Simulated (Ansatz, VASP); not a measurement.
# Ti3AlB3 in VASP and in Ansatz

```
CELL_PARAMETERS angstrom
4.75680 0.00000 0.00000
0.00000 4.75680 0.00000
0.00000 0.00000 4.75680
ATOMIC_POSITIONS crystal
Ti 0.50000 0.50000 0.00000
Ti 0.00000 0.50000 0.50000
Ti 0.50000 0.00000 0.50000
Al 0.50000 0.50000 0.50000
B 0.50000 0.00000 0.00000
B 0.00000 0.50000 0.00000
B 0.00000 0.00000 0.50000
```

Change from the starting cell: species swapped into the Ce3GaBr3 type (Pm-3m, No. 221).

Alike in both runs: functional PBE; k mesh 4 × 4 × 4; occupations gaussian, width 0.2 eV; no spin polarisation.

Ansatz relaxed the structure, and its values are those at the end. VASP's run is a single point on that final structure, the one shown.

|  | VASP | Ansatz |
| --- | --- | --- |
| version | VASP 6.6.1 | Ansatz 0.2.0 |
| potentials or method | VASP PAW PBE potentials, release 64 (Ti_sv, Al, B), cutoff 500 eV | scalar-relativistic, plane waves, PAW |
| valence electrons in the cell | 48 | 48 |

Ansatz gave:

| Quantity | Value |
| --- | --- |
| gap on the k mesh at the Fermi level (eV) | none |
| pressure (GPa) | 0.1 |

Problem. Estimate VASP's values.

Solution. gap on the k mesh at the Fermi level (eV): none; pressure (GPa): 0.0.

A gap of «none» marks a metal or a gap that the smearing closes.
